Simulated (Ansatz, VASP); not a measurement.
# Two plane-wave programs on Ir

```
Ir
1.0
     0.00000    1.91970    1.82371
     1.91970    0.00000    1.82371
     1.91970    1.91970    0.00000
Ir
1
Direct
  0.00000 0.00000 0.00000
```

Change from the starting cell: strain +0.000 along x and y, -0.050 along z, atoms carried along.

Alike in both runs: task single point; functional PBE; k mesh 22 × 22 × 22; occupations gaussian, width 0.15 eV; no spin polarisation.

```csv
,VASP,Ansatz
version,VASP 6.6.1,Ansatz 0.2.0
potentials or method,"VASP PAW PBE potentials, release 64 (Ir), cutoff 520 eV","scalar-relativistic, plane waves, PAW"
valence electrons in the cell,9,17
```

```csv
,VASP,Ansatz,Ansatz less VASP
gap on the k mesh at the Fermi level (eV),none,none,-
pressure (GPa),33.6,32.6,-0.94
"traceless stress, the component that is largest in VASP (GPa)",14.17,14.23,+0.059
```

A gap of «none» marks a metal or a gap that the smearing closes. Both programs put the cell under a high pressure, so it lies far from rest at this level. VASP's potentials hold 9 valence electrons a cell and Ansatz's 17, so a difference there can come from the potentials and not from the codes.

Neither program's run includes spin-orbit coupling.
